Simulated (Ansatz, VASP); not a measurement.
**LiSb2: VASP beside Ansatz**

Contents of INCAR:

```
ALGO = Normal
EDIFF = 1E-7
EDIFFG = -0.01
ENCUT = 600
GGA = PE
IBRION = 2
ISIF = 3
ISMEAR = 0
LASPH = True
LCHARG = False
LREAL = False
LWAVE = False
NELM = 100
NSW = 100
PREC = Accurate
SIGMA = 0.1
```

KPOINTS

```
k-points
0
Gamma
  12 12 14
```

POSCAR

```
LiSb2
1.0
    5.3869558163      0.0000000000      0.0000000000
   -2.6934779081      4.6652405860      0.0000000000
    0.0000000000      0.0000000000      3.1058162887
Li Sb
1 2
Direct
    0.0000000000      0.0000000000      0.0000000000
    0.3333333333      0.6666666667      0.5000000000
    0.6666666667      0.3333333333      0.5000000000
```

Input for Ansatz:

```yaml
crystal:
  lattice:
    - [5.3869558163, 0.0, 0.0]
    - [-2.6934779081, 4.665240586, 0.0]
    - [0.0, 0.0, 3.1058162887]
  atoms:
    - { symbol: Li, position: [0.0, 0.0, 0.0] }
    - { symbol: Sb, position: [0.3333333333, 0.6666666667, 0.5] }
    - { symbol: Sb, position: [0.6666666667, 0.3333333333, 0.5] }
basis:
  ecutwfc: 420
kpoints:
  mp_grid: { grid: [12, 12, 14] }
hamiltonian:
  xc: pbe
scf:
  occupations: { method: gaussian, width: 0.1 }
output:
  forces: true
  stress: true
  eigenvalues: true
relax:
  adjacent_minimum: "off"
  f_tol: 0.01
  max_steps: 80
  cell: { stress_tol: 0.05 }
```

Alike in both runs: task relaxation of cell and atoms; functional PBE; k mesh 12 × 12 × 14; occupations gaussian, width 0.1 eV; no spin polarisation.

|  | VASP | Ansatz |
| --- | --- | --- |
| version | VASP 6.6.1 | Ansatz 0.2.0 |
| potentials or method | VASP PAW PBE potentials, release 64 (Li_sv, Sb), cutoff 600 eV | scalar-relativistic, plane waves, PAW |
| valence electrons in the cell | 13 | 33 |

```csv
,VASP,Ansatz,Ansatz less VASP
"gap on the k mesh at the Fermi level, each at its own relaxed structure (eV)",none,none,-
relaxed volume (Å³/atom),26.04,26.04,+0.008
relaxed cell length with the largest relative difference (Å),3.163,3.163,+0.0004
```

A gap of «none» marks a metal or a gap that the smearing closes. VASP's potentials hold 13 valence electrons a cell and Ansatz's 33, so a difference there can come from the potentials and not from the codes.

Spin-orbit coupling is off throughout. Noted on VASP's run: the cutoff is short for stress, so the pressure is rough.
